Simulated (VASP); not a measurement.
## PbO2: single point with PBE

Crystal: PbO2.

```
CELL_PARAMETERS angstrom
5.08244 0.00000 0.00000
0.00000 5.08244 0.00000
0.00000 0.00000 3.44089
ATOMIC_POSITIONS crystal
Pb 0.00000 0.00000 0.00000
Pb 0.50000 0.50000 0.50000
O 0.30797 0.30797 0.00000
O 0.19203 0.80797 0.50000
O 0.80797 0.19203 0.50000
O 0.69203 0.69203 0.00000
```

- Program: VASP 6.6.1
- Task: single point
- Functional: PBE
- Potentials or basis: VASP PAW PBE potentials, release 64 (Pb_d, O)
- Cutoff: 520 eV
- k mesh: 6 × 6 × 8
- Occupations: fermi-dirac, width 0.02 eV
- Spin: no spin polarisation

- Pressure: 0.2 GPa
- Largest force: 0.009 eV/Å
- Band gap on the k mesh: 0.02 eV (least direct gap 0.11 eV)

Forces in eV/Å, atoms in the order of the input:
```
Pb   0.000  0.000  0.000
Pb   0.000  0.000  0.000
O   -0.006 -0.006  0.000
O    0.006 -0.006  0.000
O   -0.006  0.006  0.000
O    0.006  0.006  0.000
```

Stress tensor (GPa, compression positive):
```
0.18 0.00 0.00
0.00 0.18 0.00
0.00 0.00 0.36
```

Levels at points of the mesh, in eV from the valence-band top:
```tsv
k point	band 24	band 25	band 26	band 27	band 28	band 29
(0.00, 0.00, 0.00)	-0.63	-0.55	-0.55	0.09	3.88	5.75
(0.50, 0.00, 0.00)	-0.66	-0.36	-0.36	2.07	2.07	6.34
(0.50, 0.50, 0.00)	-0.68	-0.46	-0.46	2.47	2.47	6.53
(0.00, 0.00, 0.50)	-1.01	-0.73	-0.73	3.38	3.38	8.59
(0.50, 0.00, 0.50)	-0.71	-0.27	-0.27	3.66	3.66	7.01
(0.50, 0.50, 0.50)	-0.63	-0.48	-0.48	2.53	2.53	8.11
```

It took 95 s on 1 thread of AMD EPYC 9R45 96-Core Processor (Zen 5) (shared host), peak memory 0.25 GiB.

Caveat: the structure was generated, so it needn't be the stable form of PbO2; spin-orbit coupling is left out, which moves the levels of the heavy elements. A k mesh can miss the band edges.
